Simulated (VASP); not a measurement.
# KF (Fmmm) in VASP: further runs

KF is run at these levels: LDA; tasks: single point.

Program: VASP 6.6.1. These are calculated values, not measurements. Logs are shortened: lines on timing, memory, paths and dates and some standing lists are left out, and cuts for length are marked.

### Step 1. The cell of the first run

Symmetry: Fmmm, No. 69, orthorhombic system. Conventional cell: a = 4.389 Å, b = 5.163 Å, c = 5.435 Å, α = 90.00°, β = 90.00°, γ = 90.00°. K (site symmetry mmm) has 6 F at 2.19 to 2.72 Å within 2.9 Å. Within 2.9 Å of F (site symmetry mmm) lie 6 K at 2.19 to 2.72 Å.

### Step 2. Single point, LDA (normal strain along x +0.0525, normal strain along z -0.1500)

Input file INCAR:

```
PREC = Accurate ; ENCUT = 520
EDIFF = 1E-7 ; ISMEAR = 0
SIGMA = 0.05 ; LREAL = False
LASPH = True ; NELM = 80
ALGO = Normal ; ISIF = 2
LWAVE = False ; LCHARG = True
LELF = True ; LVHAR = True
NBANDS = 15
```

Input file KPOINTS:

```
Automatic mesh
0
Gamma
  8 8 8
```

Input file POSCAR:

```
KF
1.0
    0.0000000000      2.5817196783      2.1944617266
    2.7172599614      0.0000000000      2.1944617266
    2.7172599614      2.5817196783      0.0000000000
K F
1 1
Direct
    0.0000000000      0.0000000000      0.0000000000
    0.5000000000      0.5000000000      0.5000000000
```

Potentials or basis: VASP PAW LDA potentials, release 64 (K_sv, F).

On the command line:

```bash
cat potpaw_LDA.64/K_sv/POTCAR potpaw_LDA.64/F/POTCAR > POTCAR
mpirun -np 1 vasp_std > vasp.out
```

OUTCAR:

```text
PREC = Accurate
   ENCUT = 520
   EDIFF = 1E-7
   ISMEAR = 0
   LREAL = False
   LASPH = True
   NELM = 80
   ISIF = 2

 ion  position               nearest neighbor table
   1  0.000  0.000  0.000-   2 2.19   2 2.19   2 2.58   2 2.58   2 2.72   2 2.72
   2  0.500  0.500  0.500-   1 2.19   1 2.19   1 2.58   1 2.58   1 2.72   1 2.72

  LATTYP: Found a face centered orthorhombic cell.
 ALAT       =     4.3889234532
 B/A-ratio  =     1.1764705882
 C/A-ratio  =     1.2382352941

  Lattice vectors:

 A1 = (   2.7172599614,  -2.5817196783,   0.0000000000)
 A2 = (   2.7172599614,   0.0000000000,   2.1944617266)
 A3 = (   0.0000000000,  -2.5817196783,   2.1944617266)

Analysis of symmetry for initial positions (statically):
=====================================================================
 Subroutine PRICEL returns:
 Original cell was already a primitive cell.

 Routine SETGRP: Setting up the symmetry group for a
 face centered orthorhombic supercell.

 Subroutine GETGRP returns: Found  8 space group operations
 (whereof  8 operations were pure point group operations)
 out of a pool of  8 trial point group operations.

The static configuration has the point symmetry D_2h.

Analysis of symmetry for dynamics (positions and initial velocities):
=====================================================================
 Subroutine PRICEL returns:
 Original cell was already a primitive cell.

 Routine SETGRP: Setting up the symmetry group for a
 face centered orthorhombic supercell.

 Subroutine GETGRP returns: Found  8 space group operations
 (whereof  8 operations were pure point group operations)
 out of a pool of  8 trial point group operations.

The dynamic configuration has the point symmetry D_2h.

 Subroutine INISYM returns: Found  8 space group operations
 (whereof  8 operations are pure point group operations),
 and found     1 'primitive' translations

----------------------------------------------------------------------------------------

                                     Primitive cell

  volume of cell :      30.7892

  direct lattice vectors                    reciprocal lattice vectors
     0.000000000  2.581719678  2.194461727    -0.184008894  0.193669361  0.227846307
     2.717259961  0.000000000  2.194461727     0.184008894 -0.193669361  0.227846307
     2.717259961  2.581719678  0.000000000     0.184008894  0.193669361 -0.227846307

  length of vectors
     3.388353401  3.492730160  3.748169979     0.351113990  0.351113990  0.351113990

  position of ions in fractional coordinates (direct lattice)
     0.000000000  0.000000000  0.000000000
     0.500000000  0.500000000  0.500000000

  ion indices of the primitive-cell ions
   primitive index   ion index
                 1           1
                 2           2

----------------------------------------------------------------------------------------

 KPOINTS: Automatic mesh

Automatic generation of k-mesh.
 Grid dimensions read from file:
 generate k-points for:    8    8    8

 Generating k-lattice:

  Cartesian coordinates                     Fractional coordinates (reciprocal lattice)
    -0.023001112  0.024208670  0.028480788     0.125000000  0.000000000  0.000000000
     0.023001112 -0.024208670  0.028480788     0.000000000  0.125000000  0.000000000
     0.023001112  0.024208670 -0.028480788    -0.000000000 -0.000000000  0.125000000

  Length of vectors
     0.043889249  0.043889249  0.043889249

  Shift w.r.t. Gamma in fractional coordinates (k-lattice)
     0.000000000  0.000000000  0.000000000

 Subroutine IBZKPT returns following result:
 ===========================================

 Found     95 irreducible k-points:

 Following reciprocal coordinates:
            Coordinates               Weight
  0.000000  0.000000  0.000000      1.000000
  0.125000  0.000000  0.000000      8.000000
  0.250000  0.000000  0.000000      8.000000
  0.375000  0.000000  0.000000      8.000000
  0.500000  0.000000  0.000000      4.000000
  0.125000  0.125000  0.000000      2.000000
[... 16 lines left out ...]
  0.250000  0.000000  0.125000      8.000000
  0.375000  0.000000  0.125000      8.000000
 [... further k-points ...]
   k-points           NKPTS =     95   k-points in BZ     NKDIM =     95   number of bands    NBANDS=     15
   number of dos      NEDOS =    301   number of ions     NIONS =      2
   total plane-waves  NPLWV =  21952
   dimension x,y,z NGX =    28 NGY =   28 NGZ =   28
   dimension x,y,z NGXF=    56 NGYF=   56 NGZF=   56
   ions per type =               1   1
   NGX,Y,Z   is equivalent  to a cutoff of  13.74, 13.33, 12.42 a.u.
   NGXF,Y,Z  is equivalent  to a cutoff of  27.48, 26.65, 24.84 a.u.
 SYSTEM =  unknown system
   PREC   = accura    normal or accurate (medium, high low for compatibility)
   ISTART =      0    job   : 0-new  1-cont  2-samecut
   ICHARG =      2    charge: 1-file 2-atom 10-const
   ISPIN  =      1    spin polarized calculation?
   LNONCOLLINEAR =      F non collinear calculations
   LSORBIT =      F    spin-orbit coupling
   LASPH  =      T    aspherical Exc in radial PAW
   ENCUT  =  520.0 eV  38.22 Ry    6.18 a.u.   6.30  6.49  6.97*2*pi/ulx,y,z
   NELM   =     80;   NELMIN=  2; NELMDL= -5     # of ELM steps
   EDIFF  = 0.1E-06   stopping-criterion for ELM
   LREAL  =      F    real-space projection
   EDIFFG = 0.1E-05   stopping-criterion for IOM
   NSW    =      0    number of steps for IOM
   IBRION =     -1    ionic relax: 0-MD 1-quasi-New 2-CG
   NFREE  =      0    steps in history (QN), initial steepest desc. (CG)
   ISIF   =      2    stress and relaxation
   ISYM   =      2    0-nonsym 1-usesym 2-fastsym
   POTIM  = 0.5000    time-step for ionic-motion
   TEBEG  =    0.0;   TEEND  =   0.0 temperature during run
   PSTRESS=    0.0 pullay stress
   NELECT =      16.0000    total number of electrons
   NUPDOWN=      -1.0000    fix difference up-down
   EMIN   =  10.00;   EMAX   =-10.00  energy-range for DOS
   EFERMI =   0.00;   METHOD = LEGACY
   ISMEAR =     0;   SIGMA  =   0.05  broadening in eV -4-tet -1-fermi 0-gaus
   EFERMI_NEDOS =   21; number of points for ismear=-14 and -15
   IALGO  =     38    algorithm
   IMIX   =      4    mixing-type and parameters
     AMIX     =   0.40;   BMIX     =  1.00
     AMIX_MAG =   1.60;   BMIX_MAG =  1.00
  volume/ion in A,a.u.               =      15.39       103.89
  Fermi-wavevector in a.u.,A,eV,Ry     =   1.316180  2.487220 23.569790  1.732331
  Thomas-Fermi vector in A             =   2.446311
   LORBIT       =      0    0 simple, 1 ext, 2 COOP (PROOUT), +10 PAW based schemes
   GGA     = CA    functional components
   LHFCALC =     F    Hartree Fock is set to
   AEXX    =    0.0000 exact exchange contribution
   IVDW    =     0    specifies the selected vdW correction
   LEPSILON=     F    determine dielectric tensor
   LRPA    =     F    only Hartree local field effects (RPA)
 non-spin polarized calculation
 Gauss-broadening in eV      SIGMA  =   0.05
  energy-cutoff  :      520.00
  volume of cell :       30.79
 maximum number of plane-waves:       852
 NGX is ok and might be reduce to    28
   NGX = 13   NGY = 13   NGZ = 13

 number of electron      16.0000003 magnetization

 Free energy of the ion-electron system (eV)
  ---------------------------------------------------
  ext. energy  EPLUGINS =         0.00000000
  ---------------------------------------------------
  free energy    TOTEN  =        -8.55917910 eV

  energy without entropy =       -8.55917910  energy(sigma->0) =       -8.55917910

 E-fermi :  -1.2592     XC(G=0): -10.0979

 val. band max:       -1.5867535276   @ k =   0.5000   0.5000   0.0000
 cond. band min:       4.0966525139   @ k =   0.0000   0.0000   0.0000
 fundamental gap:      5.6834060415
 Fermi energy:        -1.2592416591

 k-point     1 :       0.0000    0.0000    0.0000
  band No.  band energies     occupation
      1     -27.6390      2.00000
      2     -20.8264      2.00000
      3     -11.1846      2.00000
      4     -10.7750      2.00000
      5     -10.7160      2.00000
      6      -2.7806      2.00000
      7      -2.7087      2.00000
      8      -1.7165      2.00000
      9       4.0967      0.00000
     10       8.1132      0.00000
     11       8.5320      0.00000
     12       9.5249      0.00000
     13       9.6336      0.00000
     14      12.4472      0.00000
     15      15.5605      0.00000

 k-point     2 :       0.1250    0.0000    0.0000
  band No.  band energies     occupation
      1     -27.5916      2.00000
      2     -20.9012      2.00000
      3     -11.0983      2.00000
      4     -10.8274      2.00000
      5     -10.7610      2.00000
      6      -2.8906      2.00000
      7      -2.8088      2.00000
      8      -1.9777      2.00000
      9       4.5949      0.00000
     10       8.2401      0.00000
     11       8.6847      0.00000
     12       9.5606      0.00000
     13       9.7771      0.00000
     14      12.7234      0.00000
     15      16.5323      0.00000

 k-point     3 :       0.2500    0.0000    0.0000
  band No.  band energies     occupation
      1     -27.4733      2.00000
      2     -21.0848      2.00000
      3     -11.0178      2.00000
      4     -10.8667      2.00000
      5     -10.8126      2.00000
      6      -3.1961      2.00000
      7      -2.9910      2.00000
      8      -2.5568      2.00000
      9       5.7937      0.00000
     10       8.1390      0.00000
     11       9.2840      0.00000
     12      10.0312      0.00000
     13      10.6178      0.00000
     14      13.3707      0.00000
     15      17.6596      0.00000
[... 343 lines left out ...]
 k-point    23 :       0.2500    0.0000    0.1250
  band No.  band energies     occupation
      1     -27.5032      2.00000
      2     -20.9703      2.00000
      3     -11.2431      2.00000
      4     -10.9517      2.00000
      5     -10.8470      2.00000
      6      -3.2089      2.00000
      7      -2.8925      2.00000
      8      -1.9511      2.00000
      9       5.6425      0.00000
     10       7.6298      0.00000
     11       9.3760      0.00000
     12      10.3296      0.00000
     13      10.5076      0.00000
     14      12.7976      0.00000
     15      17.8973      0.00000

 k-point    24 :       0.3750    0.0000    0.1250
  band No.  band energies     occupation
      1     -27.3821      2.00000
      2     -21.1500      2.00000
      3     -11.1958      2.00000
      4     -10.9733      2.00000
      5     -10.9378      2.00000
      6      -3.3644      2.00000
      7      -3.0607      2.00000
      8      -2.5166      2.00000
      9       6.7506      0.00000
     10       7.8794      0.00000
     11       9.8706      0.00000
     12      10.8981      0.00000
     13      11.7482      0.00000
     14      13.3456      0.00000
     15      16.7980      0.00000

 [... further k-points ...]
[... 5 lines left out ...]
  --------------------------------------------------------------------------------------
  -------------------------------------------------------------------------------------
  Total       -0.1817193      0.6068968      7.9467310      0.0000000      0.0000000      0.0000000
  in kB       -9.4561291     31.5810939    413.5240901      0.0000000      0.0000000      0.0000000
  external PRESSURE =     145.2163516 kB  Pullay stress =       0.0000000 kB

 VOLUME and BASIS-vectors are now :
 -----------------------------------------------------------------------------
  energy-cutoff  :      520.00
  volume of cell :       30.79
      direct lattice vectors                 reciprocal lattice vectors
     0.000000000  2.581719678  2.194461727    -0.184008894  0.193669361  0.227846307
     2.717259961  0.000000000  2.194461727     0.184008894 -0.193669361  0.227846307
     2.717259961  2.581719678  0.000000000     0.184008894  0.193669361 -0.227846307

 POSITION                                       TOTAL-FORCE (eV/Angst)
 -----------------------------------------------------------------------------------
      0.00000      0.00000      0.00000         0.000000     -0.000000      0.000000
      2.71726      2.58172      2.19446         0.000000      0.000000     -0.000000
 -----------------------------------------------------------------------------------
    total drift:                                0.000000      0.000000      0.000000

  FREE ENERGIE OF THE ION-ELECTRON SYSTEM (eV)
  ---------------------------------------------------
  free  energy   TOTEN  =        -8.5591791028 eV

  energy  without entropy=       -8.5591791028  energy(sigma->0) =       -8.55917910
```

Wall time 18 s (1 thread of Intel Xeon 6975P-C (Granite Rapids), shared host); peak memory 0.17 GiB.

What came out:

* Free energy: -8.5592 eV
* Pressure: 14.5 GPa
* Band gap on the k mesh: 5.68 eV, indirect (least direct gap 5.81 eV)

Caveat: the cell differs from its parent crystal (normal strain along x +0.0525, normal strain along z -0.1500).

### Step 3. Single point, LDA (normal strain along x +0.0700, normal strain along z -0.1500)

Input file INCAR:

```
PREC = Accurate ; ENCUT = 520
EDIFF = 1E-7 ; ISMEAR = 0
SIGMA = 0.05 ; LREAL = False
LASPH = True ; NELM = 100
ALGO = Normal ; ISIF = 2
LWAVE = False ; LCHARG = False
GGA = CA ; NBANDS = 15
```

Input file KPOINTS:

```
regular mesh
0
Gamma
  8 8 8
```

Input file POSCAR:

```
KF
1.0
    0.0000000000      2.5817196783      2.1944617266
    2.7624400558      0.0000000000      2.1944617266
    2.7624400558      2.5817196783      0.0000000000
K F
1 1
Direct
    0.0000000000      0.0000000000      0.0000000000
    0.5000000000      0.5000000000      0.5000000000
```

Potentials or basis: VASP PAW LDA potentials, release 64 (K_sv, F).

On the command line:

```bash
cat potpaw_LDA.64/K_sv/POTCAR potpaw_LDA.64/F/POTCAR > POTCAR
mpirun -np 1 vasp_std > vasp.out
```

Run time: 18 s. Hardware: 1 thread of Intel Xeon 6975P-C (Granite Rapids), shared host; peak memory 0.16 GiB.

It converged, with:

```
Free energy            : -8.5553 eV
Pressure               : 13.8 GPa
Band gap on the k mesh : 5.56 eV, indirect (least direct gap 5.67 eV)
```

Stress tensor (GPa, compression positive):
```
-1.93  0.00  0.00
 0.00  2.91  0.00
 0.00  0.00 40.35
```

Levels at points of the mesh, in eV from the valence-band top:
```csv
k point,band 5,band 6,band 7,band 8,band 9,band 10,band 11,band 12
"(0.00, 0.00, 0.00)",-9.16,-1.20,-1.11,-0.12,5.56,9.62,10.16,11.05
"(0.50, 0.00, 0.00)",-8.91,-2.07,-1.66,-1.62,8.54,10.61,11.53,12.84
"(0.50, 0.50, 0.00)",-9.78,-1.16,-0.98,0.00,6.54,10.86,13.16,13.95
"(0.50, 0.00, 0.50)",-9.37,-1.24,-1.06,-0.02,7.50,10.00,11.64,13.43
"(0.00, 0.50, 0.50)",-9.31,-1.28,-1.13,-0.07,7.62,10.27,11.05,13.99
```

Caveat: the cell differs from its parent crystal (normal strain along x +0.0700, normal strain along z -0.1500). A k mesh can miss the band edges.

### Step 4. Single point, LDA (normal strain along x -0.0175, normal strain along z -0.0750)

Input file INCAR:

```
PREC = Accurate
ENCUT = 520
EDIFF = 1E-7
ISMEAR = 0
SIGMA = 0.05
LREAL = F
LASPH = T
NELM = 100
ALGO = Normal
ISIF = 2
LWAVE = F
LCHARG = T
GGA = CA
LELF = T
LVHAR = T
NBANDS = 15
```

KPOINTS is that of step 3.

Input file POSCAR:

```
KF
1.0
    0.0000000000      2.5817196783      2.3880907024
    2.5365395839      0.0000000000      2.3880907024
    2.5365395839      2.5817196783      0.0000000000
K F
1 1
Direct
    0.0000000000      0.0000000000      0.0000000000
    0.5000000000      0.5000000000      0.5000000000
```

Potentials or basis: VASP PAW LDA potentials, release 64 (K_sv, F).

On the command line:

```bash
cat potpaw_LDA.64/K_sv/POTCAR potpaw_LDA.64/F/POTCAR > POTCAR
mpirun -np 1 vasp_std > vasp.out
```

OUTCAR:

```text
PREC = Accurate
   ENCUT = 520
   EDIFF = 1E-7
   ISMEAR = 0
   LREAL = F
   LASPH = T
   NELM = 100
   ISIF = 2
   GGA = CA

 ion  position               nearest neighbor table
   1  0.000  0.000  0.000-   2 2.39   2 2.39   2 2.54   2 2.54   2 2.58   2 2.58
   2  0.500  0.500  0.500-   1 2.39   1 2.39   1 2.54   1 2.54   1 2.58   1 2.58

  LATTYP: Found a face centered orthorhombic cell.
 ALAT       =     4.7761814048
 B/A-ratio  =     1.0621621622
 C/A-ratio  =     1.0810810811

  Lattice vectors:

 A1 = (   2.5365395839,   2.5817196783,   0.0000000000)
 A2 = (   0.0000000000,   2.5817196783,   2.3880907024)
 A3 = (   2.5365395839,   0.0000000000,   2.3880907024)

Analysis of symmetry for initial positions (statically):
=====================================================================
 Subroutine PRICEL returns:
 Original cell was already a primitive cell.

 Routine SETGRP: Setting up the symmetry group for a
 face centered orthorhombic supercell.

 Subroutine GETGRP returns: Found  8 space group operations
 (whereof  8 operations were pure point group operations)
 out of a pool of  8 trial point group operations.

The static configuration has the point symmetry D_2h.
[... 168 lines left out ...]

 k-point     1 :       0.0000    0.0000    0.0000
  band No.  band energies     occupation
      1     -27.7820      2.00000
      2     -20.8944      2.00000
      3     -11.0863      2.00000
      4     -10.9998      2.00000
      5     -10.9988      2.00000
      6      -2.6840      2.00000
      7      -2.6390      2.00000
      8      -2.3902      2.00000
      9       4.2857      0.00000
     10       8.2108      0.00000
     11       8.3458      0.00000
     12       8.7746      0.00000
     13      10.0431      0.00000
     14      10.9633      0.00000
[... 401 lines left out ...]
      2     -21.0990      2.00000
      3     -11.3947      2.00000
      4     -11.1606      2.00000
      5     -11.1236      2.00000
      6      -3.3824      2.00000
      7      -2.9881      2.00000
      8      -2.8349      2.00000
      9       6.8632      0.00000
     10       7.6875      0.00000
     11       9.8994      0.00000
     12      10.4387      0.00000
     13      11.6694      0.00000
     14      12.3119      0.00000
     15      16.8896      0.00000

 [... further k-points ...]
[... 5 lines left out ...]
  --------------------------------------------------------------------------------------
  -------------------------------------------------------------------------------------
  Total        0.7886476      0.4160900      2.6679883      0.0000000      0.0000000     -0.0000000
  in kB       40.3981988     21.3140648    136.6667790      0.0000000      0.0000000     -0.0000000
  external PRESSURE =      66.1263476 kB  Pullay stress =       0.0000000 kB

 VOLUME and BASIS-vectors are now :
 -----------------------------------------------------------------------------
  energy-cutoff  :      520.00
  volume of cell :       31.28
      direct lattice vectors                 reciprocal lattice vectors
     0.000000000  2.581719678  2.388090702    -0.197118942  0.193669361  0.209372282
     2.536539584  0.000000000  2.388090702     0.197118942 -0.193669361  0.209372282
     2.536539584  2.581719678  0.000000000     0.197118942  0.193669361 -0.209372282

 POSITION                                       TOTAL-FORCE (eV/Angst)
 -----------------------------------------------------------------------------------
      0.00000      0.00000      0.00000         0.000000      0.000000      0.000000
      2.53654      2.58172      2.38809         0.000000      0.000000      0.000000
 -----------------------------------------------------------------------------------
    total drift:                                0.000000      0.000000      0.000000

  FREE ENERGIE OF THE ION-ELECTRON SYSTEM (eV)
  ---------------------------------------------------
  free  energy   TOTEN  =        -8.9669592779 eV

  energy  without entropy=       -8.9669592779  energy(sigma->0) =       -8.96695928
```

stdout:

```text
POSCAR found type information on POSCAR K F
 POSCAR found :  2 types and       2 ions
 scaLAPACK will be used
 LDA part: xc-table for (Slater(with rela. corr.)+CA(PZ))
 , standard interpolation
 POSCAR, INCAR and KPOINTS ok, starting setup
 FFT: planning ... GRIDC
 FFT: planning ... GRID_SOFT
 FFT: planning ... GRID
 WAVECAR not read
 entering main loop
```

Run time: 19 s. Hardware: 1 thread of Intel Xeon 6975P-C (Granite Rapids), shared host; peak memory 0.17 GiB.

What came out:

```
Free energy            : -8.9670 eV
Pressure               : 6.6 GPa
Band gap on the k mesh : 6.62 eV, indirect (least direct gap 6.68 eV)
```

Caveat: the cell differs from its parent crystal (normal strain along x -0.0175, normal strain along z -0.0750).

(Part 1 of 2 ends here.)
